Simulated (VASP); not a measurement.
# Ca: single point with LDA

The system is Ca.

```xyz
1
Lattice="3.7751 0.0000 0.0000 -1.8875 3.2693 0.0000 1.8875 1.0898 3.0823" Properties=species:S:1:pos:R:3 pbc="T T T"
Ca    0.0000    0.0000    0.0000
```

| Item | Value |
| --- | --- |
| Program | VASP 6.6.1 |
| Task | single point |
| Functional | LDA |
| Potentials or basis | VASP PAW LDA potentials, release 64 (Ca_sv) |
| Cutoff | 520 eV |
| k mesh | 9 × 9 × 11 |
| Occupations | gaussian, width 0.1 eV |
| Spin | no spin polarisation |
| Dipole correction | no |
| Further INCAR settings | ALGO = Fast; EDIFF = 1e-06; NBANDS = 11; ISYM = 0 |

```
Pressure               : 0.0 GPa
Band gap on the k mesh : zero (band 5 reaches 2.30 eV, above the bottom of band 6 at 2.19 eV)
```

Levels at points of the mesh, in eV from the Fermi level:
| k point | band 3 | band 4 | band 5 | band 6 | band 7 | band 8 |
| --- | --- | --- | --- | --- | --- | --- |
| (0.00, 0.00, 0.00) | -22.53 | -22.53 | -4.21 | 2.34 | 2.34 | 2.34 |

It took 2 min on 1 thread of Intel Xeon 6975P-C, with other jobs on the host, peak memory 0.29 GiB.
